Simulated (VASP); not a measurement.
# Rh (I4/mmm) in VASP: notebook

The runs below take Rh through single point, with LDA.

Everything below comes from runs of VASP 6.6.1. Logs are shortened: lines on timing, memory, paths and dates and some standing lists are left out, and cuts for length are marked.

### 1 The cell of the first run

It takes space group I4/mmm (No. 139, tetragonal). The conventional cell has a = 3.042 Å, b = 3.042 Å, c = 2.707 Å, α = 90.00°, β = 90.00°, γ = 90.00°. Rh (site symmetry 4/mmm) has 14 Rh at 2.54 to 3.04 Å within 3.4 Å.

### 2 Single point, LDA (12.52 Å³/atom)

Contents of INCAR:

```
SYSTEM = Rh
ALGO = Fast
EDIFF = 1E-6
ENCUT = 520
ISIF = 2
ISMEAR = 0
LASPH = .TRUE.
LCHARG = .FALSE.
LREAL = .FALSE.
LWAVE = .FALSE.
NBANDS = 14
NELM = 100
PREC = Accurate
SIGMA = 0.15
```

Contents of KPOINTS:

```
k-points
0
G
  22 22 22
  0 0 0
```

Contents of POSCAR:

```
Rh
1.0
    0.0000000000      2.1508333836      1.3533043650
    2.1508333836      0.0000000000      1.3533043650
    2.1508333836      2.1508333836      0.0000000000
Rh
1
Direct
    0.0000000000      0.0000000000      0.0000000000
```

Potentials or basis: VASP PAW LDA potentials, release 64 (Rh_pv).

The run is started by

```console
$ cat potpaw_LDA.64/Rh_pv/POTCAR > POTCAR
$ mpirun -np 1 vasp_std > vasp.out
```

OUTCAR:

```text
SYSTEM = Rh
   EDIFF = 1E-6
   ENCUT = 520
   ISIF = 2
   ISMEAR = 0
   LASPH = .TRUE.
   LREAL = .FALSE.
   NELM = 100
   PREC = Accurate

 ion  position               nearest neighbor table
   1  0.000  0.000  0.000-

  LATTYP: Found a body centered tetragonal cell.
 ALAT       =     3.0417377415
 C/A-ratio  =     0.8898231735

  Lattice vectors:

 A1 = (   0.0000000000,  -2.1508333836,  -1.3533043650)
 A2 = (   0.0000000000,   2.1508333836,  -1.3533043650)
 A3 = (   2.1508333836,   0.0000000000,   1.3533043650)

Analysis of symmetry for initial positions (statically):
=====================================================================
 Subroutine PRICEL returns:
 Original cell was already a primitive cell.

 Routine SETGRP: Setting up the symmetry group for a
 body centered tetragonal supercell.

 Subroutine GETGRP returns: Found 16 space group operations
 (whereof 16 operations were pure point group operations)
 out of a pool of 16 trial point group operations.

The static configuration has the point symmetry D_4h.

Analysis of symmetry for dynamics (positions and initial velocities):
=====================================================================
 Subroutine PRICEL returns:
 Original cell was already a primitive cell.

 Routine SETGRP: Setting up the symmetry group for a
 body centered tetragonal supercell.

 Subroutine GETGRP returns: Found 16 space group operations
 (whereof 16 operations were pure point group operations)
 out of a pool of 16 trial point group operations.

The dynamic configuration has the point symmetry D_4h.

 Subroutine INISYM returns: Found 16 space group operations
 (whereof 16 operations are pure point group operations),
 and found     1 'primitive' translations

----------------------------------------------------------------------------------------

                                     Primitive cell

  volume of cell :      12.5210

  direct lattice vectors                    reciprocal lattice vectors
     0.000000000  2.150833384  1.353304365    -0.232468030  0.232468030  0.369466037
     2.150833384  0.000000000  1.353304365     0.232468030 -0.232468030  0.369466037
     2.150833384  2.150833384  0.000000000     0.232468030  0.232468030 -0.369466037

  length of vectors
     2.541164487  2.541164487  3.041737741     0.494558310  0.494558310  0.494558310

  position of ions in fractional coordinates (direct lattice)
     0.000000000  0.000000000  0.000000000

  ion indices of the primitive-cell ions
   primitive index   ion index
                 1           1

----------------------------------------------------------------------------------------

 KPOINTS: k-points

Automatic generation of k-mesh.
 Grid dimensions read from file:
 generate k-points for:   22   22   22

 Generating k-lattice:

  Cartesian coordinates                     Fractional coordinates (reciprocal lattice)
    -0.010566729  0.010566729  0.016793911     0.045454545 -0.000000000  0.000000000
     0.010566729 -0.010566729  0.016793911    -0.000000000  0.045454545  0.000000000
     0.010566729  0.010566729 -0.016793911     0.000000000  0.000000000  0.045454545

  Length of vectors
     0.022479923  0.022479923  0.022479923

  Shift w.r.t. Gamma in fractional coordinates (k-lattice)
     0.000000000  0.000000000  0.000000000

 Subroutine IBZKPT returns following result:
 ===========================================

 Found    834 irreducible k-points:

 Following reciprocal coordinates:
            Coordinates               Weight
  0.000000  0.000000  0.000000      1.000000
  0.045455  0.000000  0.000000      8.000000
  0.090909  0.000000  0.000000      8.000000
  0.136364  0.000000  0.000000      8.000000
  0.181818  0.000000  0.000000      8.000000
  0.227273  0.000000  0.000000      8.000000
[... 16 lines left out ...]
  0.500000  0.045455  0.000000      8.000000
 -0.454545  0.045455  0.000000      8.000000
 [... further k-points ...]
   k-points           NKPTS =    834   k-points in BZ     NKDIM =    834   number of bands    NBANDS=     14
   number of dos      NEDOS =    301   number of ions     NIONS =      1
   total plane-waves  NPLWV =   9600
   dimension x,y,z NGX =    20 NGY =   20 NGZ =   24
   dimension x,y,z NGXF=    40 NGYF=   40 NGZF=   48
   ions per type =               1
   NGX,Y,Z   is equivalent  to a cutoff of  13.08, 13.08, 13.12 a.u.
   NGXF,Y,Z  is equivalent  to a cutoff of  26.17, 26.17, 26.23 a.u.
 SYSTEM =  Rh
   PREC   = accura    normal or accurate (medium, high low for compatibility)
   ISTART =      0    job   : 0-new  1-cont  2-samecut
   ICHARG =      2    charge: 1-file 2-atom 10-const
   ISPIN  =      1    spin polarized calculation?
   LNONCOLLINEAR =      F non collinear calculations
   LSORBIT =      F    spin-orbit coupling
   LASPH  =      T    aspherical Exc in radial PAW
   ENCUT  =  520.0 eV  38.22 Ry    6.18 a.u.   4.72  4.72  5.66*2*pi/ulx,y,z
   NELM   =    100;   NELMIN=  2; NELMDL= -5     # of ELM steps
   EDIFF  = 0.1E-05   stopping-criterion for ELM
   LREAL  =      F    real-space projection
   EDIFFG = 0.1E-04   stopping-criterion for IOM
   NSW    =      0    number of steps for IOM
   IBRION =     -1    ionic relax: 0-MD 1-quasi-New 2-CG
   NFREE  =      0    steps in history (QN), initial steepest desc. (CG)
   ISIF   =      2    stress and relaxation
   ISYM   =      2    0-nonsym 1-usesym 2-fastsym
   POTIM  = 0.5000    time-step for ionic-motion
   TEBEG  =    0.0;   TEEND  =   0.0 temperature during run
   PSTRESS=    0.0 pullay stress
   NELECT =      15.0000    total number of electrons
   NUPDOWN=      -1.0000    fix difference up-down
   EMIN   =  10.00;   EMAX   =-10.00  energy-range for DOS
   EFERMI =   0.00;   METHOD = LEGACY
   ISMEAR =     0;   SIGMA  =   0.15  broadening in eV -4-tet -1-fermi 0-gaus
   EFERMI_NEDOS =   21; number of points for ismear=-14 and -15
   IALGO  =     68    algorithm
   IMIX   =      4    mixing-type and parameters
     AMIX     =   0.40;   BMIX     =  1.00
     AMIX_MAG =   1.60;   BMIX_MAG =  1.00
  volume/ion in A,a.u.               =      12.52        84.50
  Fermi-wavevector in a.u.,A,eV,Ry     =   1.738704  3.285674 41.131644  3.023091
  Thomas-Fermi vector in A             =   2.811685
   LORBIT       =      0    0 simple, 1 ext, 2 COOP (PROOUT), +10 PAW based schemes
   GGA     = CA    functional components
   LHFCALC =     F    Hartree Fock is set to
   AEXX    =    0.0000 exact exchange contribution
   IVDW    =     0    specifies the selected vdW correction
   LEPSILON=     F    determine dielectric tensor
   LRPA    =     F    only Hartree local field effects (RPA)
 non-spin polarized calculation
 RMM-DIIS sequential band-by-band and
 Gauss-broadening in eV      SIGMA  =   0.15
  energy-cutoff  :      520.00
  volume of cell :       12.52
 maximum number of plane-waves:       349
   NGX =  9   NGY =  9   NGZ = 11

 number of electron      14.9999999 magnetization

 Free energy of the ion-electron system (eV)
  ---------------------------------------------------
  ext. energy  EPLUGINS =         0.00000000
  ---------------------------------------------------
  free energy    TOTEN  =        -8.30295059 eV

  energy without entropy =       -8.28648481  energy(sigma->0) =       -8.29471770

 E-fermi :  13.3150     XC(G=0): -14.9396

 val. band max:       13.3144370074   @ k =  -0.1818   0.0909   0.0000
 cond. band min:      13.3152067150   @ k =  -0.0909   0.1364   0.0909
 fundamental gap:      0.0007697076
 Fermi energy:        13.3150245395

 k-point     1 :       0.0000    0.0000    0.0000
  band No.  band energies     occupation
      1     -32.7855      2.00000
      2     -32.6096      2.00000
      3     -32.6096      2.00000
      4       4.8033      2.00000
      5       9.1331      2.00000
      6      10.3662      2.00000
      7      10.3662      2.00000
      8      11.6546      2.00000
      9      13.4891      0.10075
     10      31.0548      0.00000
     11      31.0548      0.00000
     12      33.8741      0.00000
     13      33.9041      0.00000
     14      43.1367      0.00000

 k-point     2 :       0.0455    0.0000    0.0000
  band No.  band energies     occupation
      1     -32.7999      2.00000
      2     -32.6190      2.00000
      3     -32.6170      2.00000
      4       4.9060      2.00000
      5       9.1610      2.00000
      6      10.3495      2.00000
      7      10.3676      2.00000
      8      11.6702      2.00000
      9      13.4363      0.25305
     10      31.1781      0.00000
     11      31.2167      0.00000
     12      33.8654      0.00000
     13      33.8739      0.00000
     14      42.2666      0.00000

 k-point     3 :       0.0909    0.0000    0.0000
  band No.  band energies     occupation
      1     -32.8478      2.00000
      2     -32.6406      2.00000
      3     -32.6386      2.00000
      4       5.2047      2.00000
      5       9.2020      2.00000
      6      10.2901      2.00000
      7      10.4192      2.00000
      8      11.7304      2.00000
      9      13.2985      1.12410
     10      31.5083      0.00000
     11      31.6924      0.00000
     12      33.6952      0.00000
     13      33.8738      0.00000
     14      40.9301      0.00000

 k-point     4 :       0.1364    0.0000    0.0000
  band No.  band energies     occupation
      1     -32.9343      2.00000
      2     -32.6724      2.00000
      3     -32.6626      2.00000
      4       5.6668      2.00000
      5       9.1559      2.00000
      6      10.1834      2.00000
      7      10.6334      2.00000
      8      11.8614      2.00000
      9      13.1245      1.92756
     10      31.9160      0.00000
     11      32.4530      0.00000
     12      33.2705      0.00000
     13      33.8739      0.00000
     14      40.0090      0.00000

 k-point     5 :       0.1818    0.0000    0.0000
  band No.  band energies     occupation
      1     -33.0539      2.00000
      2     -32.7157      2.00000
      3     -32.6809      2.00000
      4       6.2189      2.00000
      5       8.9841      2.00000
      6      10.0831      2.00000
      7      11.0618      2.00000
      8      12.0762      2.00000
      9      12.9624      1.99911
     10      32.0843      0.00000
     11      32.6078      0.00000
[... 276 lines left out ...]
 k-point    22 :       0.4545    0.0455    0.0000
  band No.  band energies     occupation
      1     -33.7533      2.00000
      2     -32.9673      2.00000
      3     -32.7575      2.00000
      4       6.5465      2.00000
      5       7.7849      2.00000
      6      12.2549      2.00000
      7      13.4715      0.14004
      8      15.0057      0.00000
      9      15.4773      0.00000
     10      24.8095      0.00000
     11      28.0662      0.00000
     12      31.9860      0.00000
     13      33.8761      0.00000
     14      40.0465      0.00000

 k-point    23 :       0.5000    0.0455    0.0000
  band No.  band energies     occupation
      1     -33.7649      2.00000
      2     -32.9756      2.00000
      3     -32.7579      2.00000
      4       6.5078      2.00000
      5       7.7625      2.00000
      6      12.3827      2.00000
      7      13.3758      0.56694
      8      15.1966      0.00000
      9      15.7316      0.00000
     10      24.4610      0.00000
     11      27.9620      0.00000
     12      31.6640      0.00000
     13      33.8762      0.00000
     14      40.2565      0.00000

 k-point    24 :      -0.4545    0.0455    0.0000
  band No.  band energies     occupation
      1     -33.7368      2.00000
      2     -32.9696      2.00000
      3     -32.7554      2.00000
      4       6.5601      2.00000
      5       7.8109      2.00000
      6      12.4735      2.00000
      7      13.0927      1.96390
      8      15.0529      0.00000
      9      15.3297      0.00000
     10      25.0042      0.00000
     11      28.1695      0.00000
     12      31.9010      0.00000
     13      33.8760      0.00000
     14      40.5452      0.00000

 [... further k-points ...]

------------------------ aborting loop because EDIFF is reached ----------------------------------------

  FORCE on cell =-STRESS in cart. coord.  units (eV):
  Direction    XX          YY          ZZ          XY          YZ          ZX
  --------------------------------------------------------------------------------------
  -------------------------------------------------------------------------------------
  Total        2.8001204      2.8001204      1.1012322      0.0000000     -0.0000000     -0.0000000
  in kB      358.3012069    358.3012069    140.9128120      0.0000000     -0.0000000     -0.0000000
  external PRESSURE =     285.8384086 kB  Pullay stress =       0.0000000 kB

 VOLUME and BASIS-vectors are now :
 -----------------------------------------------------------------------------
  energy-cutoff  :      520.00
  volume of cell :       12.52
      direct lattice vectors                 reciprocal lattice vectors
     0.000000000  2.150833384  1.353304365    -0.232468030  0.232468030  0.369466037
     2.150833384  0.000000000  1.353304365     0.232468030 -0.232468030  0.369466037
     2.150833384  2.150833384  0.000000000     0.232468030  0.232468030 -0.369466037

 POSITION                                       TOTAL-FORCE (eV/Angst)
 -----------------------------------------------------------------------------------
      0.00000      0.00000      0.00000        -0.000000      0.000000     -0.000000
 -----------------------------------------------------------------------------------
    total drift:                                0.000000     -0.000000      0.000000

  FREE ENERGIE OF THE ION-ELECTRON SYSTEM (eV)
  ---------------------------------------------------
  free  energy   TOTEN  =        -8.3029505883 eV

  energy  without entropy=       -8.2864848051  energy(sigma->0) =       -8.29471770
```

Run time: 86 s. Hardware: 1 thread of Intel Xeon Platinum 8559C (Emerald Rapids), shared host; peak memory 0.23 GiB.

What came out:

```yaml
Free_energy: -8.3030 eV
Pressure: 28.6 GPa
Band_gap_on_the_k_mesh: zero (an odd number of electrons rules out a gap without spin polarisation)
```

Stress tensor (GPa, compression positive):
```
35.83  0.00  0.00
 0.00 35.83  0.00
 0.00  0.00 14.09
```

Levels at points of the mesh, in eV from the Fermi level:
```csv
k point,band 5,band 6,band 7,band 8,band 9,band 10
"(0.00, 0.00, 0.00)",-4.18,-2.95,-2.95,-1.66,0.17,17.74
"(0.50, 0.00, 0.00)",-5.64,-0.65,0.61,1.68,1.89,11.17
"(0.50, 0.50, 0.00)",-6.95,1.18,1.18,1.62,8.73,8.73
"(0.50, 0.00, 0.50)",-4.29,-1.76,-0.46,0.67,1.73,9.73
```

Caveat: the stress differs along the axes, from 14 to 36 GPa.

### 3 Single point, LDA (12.52 Å³/atom)

Contents of INCAR:

```
SYSTEM = Rh
PREC = Accurate ; ENCUT = 520
EDIFF = 1E-6 ; ISMEAR = 0
SIGMA = 0.15 ; LREAL = .False.
LASPH = .True. ; NELM = 100
ALGO = Fast ; ISIF = 2
LWAVE = .False. ; LCHARG = .True.
LELF = .True. ; LVHAR = .True.
NBANDS = 14
```

Contents of KPOINTS:

```
Automatic mesh
0
Gamma
  22 22 22
  0 0 0
```

Contents of POSCAR:

```
Rh
1.0
    0.0000000000      1.7505696226      2.0429147496
    1.7505696226      0.0000000000      2.0429147496
    1.7505696226      1.7505696226      0.0000000000
Rh
1
Direct
    0.0000000000      0.0000000000      0.0000000000
```

Potentials or basis: VASP PAW LDA potentials, release 64 (Rh_pv).

The run is started by

```console
$ cat potpaw_LDA.64/Rh_pv/POTCAR > POTCAR
$ mpirun -np 1 vasp_std > vasp.out
```

Run time: 72 s. Hardware: 1 thread of Intel Xeon Platinum 8559C (Emerald Rapids), shared host; peak memory 0.23 GiB.

It converged, with:

| Item | Value |
| --- | --- |
| Free energy | -8.4389 eV |
| Pressure | 26.2 GPa |
| Band gap on the k mesh | zero (an odd number of electrons rules out a gap without spin polarisation) |

Stress tensor (GPa, compression positive):
```
42.62  0.00  0.00
 0.00 42.62  0.00
 0.00  0.00 -6.67
```

Levels at points of the mesh, in eV from the Fermi level:
| k point | band 5 | band 6 | band 7 | band 8 | band 9 | band 10 |
| --- | --- | --- | --- | --- | --- | --- |
| (0.00, 0.00, 0.00) | -4.83 | -2.72 | -2.72 | -2.49 | 0.02 | 16.27 |
| (0.50, 0.00, 0.00) | -4.50 | -2.67 | 0.35 | 0.72 | 1.07 | 9.83 |
| (0.50, 0.50, 0.00) | -6.86 | 0.95 | 1.08 | 1.08 | 1.26 | 10.63 |
| (0.50, 0.00, 0.50) | -6.71 | 0.19 | 0.43 | 2.20 | 4.63 | 12.10 |

Caveat: the stress differs along the axes, from -7 to 43 GPa.

### 4 Single point, LDA (12.52 Å³/atom)

Contents of INCAR:

```
  PREC = Accurate
  ENCUT = 520
  EDIFF = 1E-6
  ISMEAR = 0
  SIGMA = 0.15
  LREAL = False
  LASPH = True
  NELM = 80
  ALGO = Fast
  ISIF = 2
  LWAVE = False
  LCHARG = False
  NBANDS = 14
```

Contents of KPOINTS:

```
Automatic mesh
0
Gamma
  22 22 22
```

Contents of POSCAR:

```
Rh
1.0
    0.0000000000      1.9404075645      1.6627352420
    1.9404075645      0.0000000000      1.6627352420
    1.9404075645      1.9404075645      0.0000000000
Rh
1
Direct
    0.0000000000      0.0000000000      0.0000000000
```

The run is started by

```console
$ cat potpaw_LDA.64/Rh_pv/POTCAR > POTCAR
$ mpirun -np 1 vasp_std > vasp.out
```

Run time: 72 s. Hardware: 1 thread of Intel Xeon Platinum 8559C (Emerald Rapids), shared host; peak memory 0.23 GiB.

It converged, with:

```yaml
Free_energy: -8.4760 eV
Pressure: 24.5 GPa
Band_gap_on_the_k_mesh: zero (an odd number of electrons rules out a gap without spin polarisation)
```

Stress tensor (GPa, compression positive):
```
12.46  0.00  0.00
 0.00 12.46  0.00
 0.00  0.00 48.61
```

Levels at points of the mesh, in eV from the Fermi level:
```tsv
k point	band 5	band 6	band 7	band 8	band 9	band 10
(0.00, 0.00, 0.00)	-3.90	-3.90	-2.26	-2.26	-0.26	16.34
(0.50, 0.00, 0.00)	-4.56	-2.43	0.21	0.75	1.30	9.85
(0.50, 0.50, 0.00)	-6.98	0.76	1.29	1.29	5.99	11.97
(0.50, 0.00, 0.50)	-6.52	0.43	0.48	1.78	2.30	12.09
```

Caveat: the stress differs along the axes, from 12 to 49 GPa.

### 5 Overview

```tsv
cell	gap on the mesh (eV)	pressure (GPa)
a = 2.541, b = 2.541, c = 3.042 Å, angles 53.2, 53.2, 73.5°, 1 atom	none	28.6
a = 2.690, b = 2.690, c = 2.476 Å, angles 62.6, 62.6, 54.8°, 1 atom	none	26.2
a = 2.555, b = 2.555, c = 2.744 Å, angles 57.5, 57.5, 65.0°, 1 atom	none	24.5
```

Alike in all rows: task single point; level LDA; potentials or basis VASP PAW LDA potentials, release 64 (Rh_pv); no spin polarisation; k mesh 22 × 22 × 22; cutoff (eV) 520; smearing gaussian 0.15 eV.

Caveats: the stress differs along the axes, from 14 to 36 GPa (at least some runs); the stress differs along the axes, from -7 to 43 GPa (at least some runs); the stress differs along the axes, from 12 to 49 GPa (at least some runs).

Absolute energies hang on the potentials; compare differences alone.
